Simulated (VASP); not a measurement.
# TaN (Fm-3m) in VASP: a series of runs

The runs below take TaN through single point, with LDA, PBEsol+D3(BJ), BLYP+D3(BJ).

Program: VASP 6.6.1. These are calculated values, not measurements. Logs are shortened: lines on timing, memory, paths and dates and some standing lists are left out, and cuts for length are marked.

### Step 1. The cell of the first run

The structure is cubic, space group Fm-3m (No. 225). Conventional cell: a = 4.332 Å, b = 4.332 Å, c = 4.332 Å, α = 90.00°, β = 90.00°, γ = 90.00°. Within 2.9 Å of Ta (site symmetry m-3m) lie 6 N at 2.17 Å. Within 2.9 Å of N (site symmetry m-3m) lie 6 Ta at 2.17 Å.

### Step 2. Single point, LDA

INCAR reads:

```
SYSTEM = TaN
PREC = Accurate
ENCUT = 600
EDIFF = 1E-6
ISMEAR = -1
SIGMA = 0.05
LREAL = .FALSE.
LASPH = .TRUE.
NELM = 120
ALGO = Normal
ISIF = 2
LWAVE = .FALSE.
LCHARG = .FALSE.
GGA = CA
NBANDS = 15
GGA_COMPAT = .FALSE.
```

KPOINTS reads:

```
regular mesh
0
G
  10 10 10
  0 0 0
```

POSCAR reads:

```
TaN
1.0
    0.0000000000      2.1661812927      2.1661812927
    2.1661812927      0.0000000000      2.1661812927
    2.1661812927      2.1661812927      0.0000000000
Ta N
1 1
Direct
    0.5000000000      0.5000000000      0.5000000000
    0.0000000000      0.0000000000      0.0000000000
```

Potentials or basis: VASP PAW LDA potentials, release 64 (Ta_pv, N).

Run with:

```sh
> cat potpaw_LDA.64/Ta_pv/POTCAR potpaw_LDA.64/N/POTCAR > POTCAR
> mpirun -np 1 vasp_std > vasp.out
```

OUTCAR:

```text
SYSTEM = TaN
   PREC = Accurate
   ENCUT = 600
   EDIFF = 1E-6
   ISMEAR = -1
   LREAL = .FALSE.
   LASPH = .TRUE.
   NELM = 120
   ISIF = 2
   GGA = CA

 ion  position               nearest neighbor table
   1  0.500  0.500  0.500-   2 2.17   2 2.17   2 2.17   2 2.17   2 2.17   2 2.17
   2  0.000  0.000  0.000-   1 2.17   1 2.17   1 2.17   1 2.17   1 2.17   1 2.17

  LATTYP: Found a face centered cubic cell.
 ALAT       =     4.3323625854

  Lattice vectors:

 A1 = (   0.0000000000,   2.1661812927,   2.1661812927)
 A2 = (   2.1661812927,   0.0000000000,   2.1661812927)
 A3 = (   2.1661812927,   2.1661812927,   0.0000000000)

Analysis of symmetry for initial positions (statically):
=====================================================================
 Subroutine PRICEL returns:
 Original cell was already a primitive cell.

 Routine SETGRP: Setting up the symmetry group for a
 face centered cubic supercell.

 Subroutine GETGRP returns: Found 48 space group operations
 (whereof 48 operations were pure point group operations)
 out of a pool of 48 trial point group operations.

The static configuration has the point symmetry O_h .

Analysis of symmetry for dynamics (positions and initial velocities):
=====================================================================
 Subroutine PRICEL returns:
 Original cell was already a primitive cell.

 Routine SETGRP: Setting up the symmetry group for a
 face centered cubic supercell.

 Subroutine GETGRP returns: Found 48 space group operations
 (whereof 48 operations were pure point group operations)
 out of a pool of 48 trial point group operations.

The dynamic configuration has the point symmetry O_h .

 Subroutine INISYM returns: Found 48 space group operations
 (whereof 48 operations are pure point group operations),
 and found     1 'primitive' translations

----------------------------------------------------------------------------------------

                                     Primitive cell

  volume of cell :      20.3289

  direct lattice vectors                    reciprocal lattice vectors
     0.000000000  2.166181293  2.166181293    -0.230820939  0.230820939  0.230820939
     2.166181293  0.000000000  2.166181293     0.230820939 -0.230820939  0.230820939
     2.166181293  2.166181293  0.000000000     0.230820939  0.230820939 -0.230820939

  length of vectors
     3.063442963  3.063442963  3.063442963     0.399793594  0.399793594  0.399793594

  position of ions in fractional coordinates (direct lattice)
     0.500000000  0.500000000  0.500000000
     0.000000000  0.000000000  0.000000000

  ion indices of the primitive-cell ions
   primitive index   ion index
                 1           1
                 2           2

----------------------------------------------------------------------------------------

 KPOINTS: regular mesh

Automatic generation of k-mesh.
 Grid dimensions read from file:
 generate k-points for:   10   10   10

 Generating k-lattice:

  Cartesian coordinates                     Fractional coordinates (reciprocal lattice)
    -0.023082094  0.023082094  0.023082094     0.100000000  0.000000000  0.000000000
     0.023082094 -0.023082094  0.023082094     0.000000000  0.100000000  0.000000000
     0.023082094  0.023082094 -0.023082094     0.000000000  0.000000000  0.100000000

  Length of vectors
     0.039979359  0.039979359  0.039979359

  Shift w.r.t. Gamma in fractional coordinates (k-lattice)
     0.000000000  0.000000000  0.000000000

 Subroutine IBZKPT returns following result:
 ===========================================

 Found     47 irreducible k-points:

 Following reciprocal coordinates:
            Coordinates               Weight
  0.000000  0.000000  0.000000      1.000000
  0.100000  0.000000  0.000000      8.000000
  0.200000  0.000000  0.000000      8.000000
  0.300000  0.000000  0.000000      8.000000
  0.400000  0.000000  0.000000      8.000000
  0.500000  0.000000  0.000000      4.000000
[... 16 lines left out ...]
  0.300000  0.300000  0.000000      6.000000
  0.400000  0.300000  0.000000     24.000000
 [... further k-points ...]
   k-points           NKPTS =     47   k-points in BZ     NKDIM =     47   number of bands    NBANDS=     15
   number of dos      NEDOS =    301   number of ions     NIONS =      2
   total plane-waves  NPLWV =  13824
   dimension x,y,z NGX =    24 NGY =   24 NGZ =   24
   dimension x,y,z NGXF=    48 NGYF=   48 NGZF=   48
   ions per type =               1   1
   NGX,Y,Z   is equivalent  to a cutoff of  13.02, 13.02, 13.02 a.u.
   NGXF,Y,Z  is equivalent  to a cutoff of  26.05, 26.05, 26.05 a.u.
 SYSTEM =  TaN
   PREC   = accura    normal or accurate (medium, high low for compatibility)
   ISTART =      0    job   : 0-new  1-cont  2-samecut
   ICHARG =      2    charge: 1-file 2-atom 10-const
   ISPIN  =      1    spin polarized calculation?
   LNONCOLLINEAR =      F non collinear calculations
   LSORBIT =      F    spin-orbit coupling
   LASPH  =      T    aspherical Exc in radial PAW
   ENCUT  =  600.0 eV  44.10 Ry    6.64 a.u.   6.12  6.12  6.12*2*pi/ulx,y,z
   NELM   =    120;   NELMIN=  2; NELMDL= -5     # of ELM steps
   EDIFF  = 0.1E-05   stopping-criterion for ELM
   LREAL  =      F    real-space projection
   EDIFFG = 0.1E-04   stopping-criterion for IOM
   NSW    =      0    number of steps for IOM
   IBRION =     -1    ionic relax: 0-MD 1-quasi-New 2-CG
   NFREE  =      0    steps in history (QN), initial steepest desc. (CG)
   ISIF   =      2    stress and relaxation
   ISYM   =      2    0-nonsym 1-usesym 2-fastsym
   POTIM  = 0.5000    time-step for ionic-motion
   TEBEG  =    0.0;   TEEND  =   0.0 temperature during run
   PSTRESS=    0.0 pullay stress
   NELECT =      16.0000    total number of electrons
   NUPDOWN=      -1.0000    fix difference up-down
   EMIN   =  10.00;   EMAX   =-10.00  energy-range for DOS
   EFERMI =   0.00;   METHOD = LEGACY
   ISMEAR =    -1;   SIGMA  =   0.05  broadening in eV -4-tet -1-fermi 0-gaus
   EFERMI_NEDOS =   21; number of points for ismear=-14 and -15
   IALGO  =     38    algorithm
   IMIX   =      4    mixing-type and parameters
     AMIX     =   0.40;   BMIX     =  1.00
     AMIX_MAG =   1.60;   BMIX_MAG =  1.00
  volume/ion in A,a.u.               =      10.16        68.59
  Fermi-wavevector in a.u.,A,eV,Ry     =   1.511507  2.856333 31.084577  2.284652
  Thomas-Fermi vector in A             =   2.621555
   LORBIT       =      0    0 simple, 1 ext, 2 COOP (PROOUT), +10 PAW based schemes
   GGA     = CA    functional components
   LHFCALC =     F    Hartree Fock is set to
   AEXX    =    0.0000 exact exchange contribution
   IVDW    =     0    specifies the selected vdW correction
   LEPSILON=     F    determine dielectric tensor
   LRPA    =     F    only Hartree local field effects (RPA)
 non-spin polarized calculation
  energy-cutoff  :      600.00
  volume of cell :       20.33
 maximum number of plane-waves:       700
   NGX = 13   NGY = 13   NGZ = 13

 number of electron      15.9999999 magnetization

 Free energy of the ion-electron system (eV)
  ---------------------------------------------------
  ext. energy  EPLUGINS =         0.00000000
  ---------------------------------------------------
  free energy    TOTEN  =       -24.15793688 eV

  energy without entropy =      -24.15195407  energy(sigma->0) =      -24.15494548

 E-fermi :   9.9458     XC(G=0): -13.9074

 val. band max:        9.9251786789   @ k =   0.0000   0.0000   0.0000
 cond. band min:       9.9876432121   @ k =  -0.3000   0.3000   0.1000
 fundamental gap:      0.0624645333
 Fermi energy:         9.9457910409

 k-point     1 :       0.0000    0.0000    0.0000
  band No.  band energies     occupation
      1     -25.5643      2.00000
      2     -25.5643      2.00000
      3     -25.5643      2.00000
      4      -9.0460      2.00000
      5       6.0395      2.00000
      6       6.0395      2.00000
      7       6.0395      2.00000
      8       7.6566      2.00000
      9       7.6566      2.00000
     10       7.6566      2.00000
     11       9.9252      1.20326
     12       9.9252      1.20325
     13      12.0596      0.00000
     14      19.4229      0.00000
     15      21.4069      0.00000

 k-point     2 :       0.1000    0.0000    0.0000
  band No.  band energies     occupation
      1     -25.6715      2.00000
      2     -25.5737      2.00000
      3     -25.5737      2.00000
      4      -8.7781      2.00000
      5       4.8960      2.00000
      6       5.2226      2.00000
      7       5.2226      2.00000
      8       8.0396      2.00000
      9       8.0396      2.00000
     10       8.1494      2.00000
     11      10.9241      0.00000
     12      10.9241      0.00000
     13      12.7260      0.00000
     14      20.1998      0.00000
     15      21.4065      0.00000

 k-point     3 :       0.2000    0.0000    0.0000
  band No.  band energies     occupation
      1     -25.9420      2.00000
      2     -25.5982      2.00000
      3     -25.5982      2.00000
      4      -8.0499      2.00000
      5       3.0182      2.00000
      6       3.9497      2.00000
      7       3.9497      2.00000
      8       8.7602      2.00000
      9       8.9016      2.00000
     10       8.9016      2.00000
     11      12.9470      0.00000
     12      12.9470      0.00000
     13      14.1398      0.00000
     14      21.4049      0.00000
     15      22.0327      0.00000
[... 343 lines left out ...]
 k-point    23 :       0.3000    0.3000    0.0000
  band No.  band energies     occupation
      1     -26.1763      2.00000
      2     -25.7888      2.00000
      3     -25.7888      2.00000
      4      -7.5036      2.00000
      5       1.5496      2.00000
      6       4.9506      2.00000
      7       4.9506      2.00000
      8       5.0704      2.00000
      9      11.2535      0.00000
     10      12.4949      0.00000
     11      12.4949      0.00000
     12      13.3375      0.00000
     13      18.7012      0.00000
     14      21.3987      0.00000
     15      23.6555      0.00000

 k-point    24 :       0.4000    0.3000    0.0000
  band No.  band energies     occupation
      1     -26.2972      2.00000
      2     -25.8556      2.00000
      3     -25.8242      2.00000
      4      -7.3792      2.00000
      5       1.8290      2.00000
      6       3.8487      2.00000
      7       4.6185      2.00000
      8       5.8900      2.00000
      9      12.1915      0.00000
     10      13.0411      0.00000
     11      13.1226      0.00000
     12      14.3231      0.00000
     13      18.7981      0.00000
     14      21.1138      0.00000
     15      21.4799      0.00000

 [... further k-points ...]

------------------------ aborting loop because EDIFF is reached ----------------------------------------

  FORCE on cell =-STRESS in cart. coord.  units (eV):
  Direction    XX          YY          ZZ          XY          YZ          ZX
  --------------------------------------------------------------------------------------
  -------------------------------------------------------------------------------------
  Total        0.7930953      0.7930953      0.7930953      0.0000000     -0.0000000      0.0000000
  in kB       62.5059806     62.5059806     62.5059806      0.0000000     -0.0000000      0.0000000
  external PRESSURE =      62.5059806 kB  Pullay stress =       0.0000000 kB

 VOLUME and BASIS-vectors are now :
 -----------------------------------------------------------------------------
  energy-cutoff  :      600.00
  volume of cell :       20.33
      direct lattice vectors                 reciprocal lattice vectors
     0.000000000  2.166181293  2.166181293    -0.230820939  0.230820939  0.230820939
     2.166181293  0.000000000  2.166181293     0.230820939 -0.230820939  0.230820939
     2.166181293  2.166181293  0.000000000     0.230820939  0.230820939 -0.230820939

 POSITION                                       TOTAL-FORCE (eV/Angst)
 -----------------------------------------------------------------------------------
      2.16618      2.16618      2.16618         0.000000      0.000000      0.000000
      0.00000      0.00000      0.00000        -0.000000     -0.000000     -0.000000
 -----------------------------------------------------------------------------------
    total drift:                                0.000000     -0.000000     -0.000000

  FREE ENERGIE OF THE ION-ELECTRON SYSTEM (eV)
  ---------------------------------------------------
  free  energy   TOTEN  =       -24.1579368842 eV

  energy  without entropy=      -24.1519540707  energy(sigma->0) =      -24.15494548
```

It took 7.7 s on 1 thread of AMD EPYC 9R45 (Zen 5), shared host; peak memory 0.11 GiB.

What came out:

* Free energy: -24.1579 eV
* Pressure: 6.3 GPa
* Band gap on the k mesh: zero (band 8 reaches 11.94 eV, above the bottom of band 9 at 7.66 eV)

Caveat: spin-orbit coupling is left out, which moves the levels of the heavy elements.

(Part 1 of 3 ends here.)
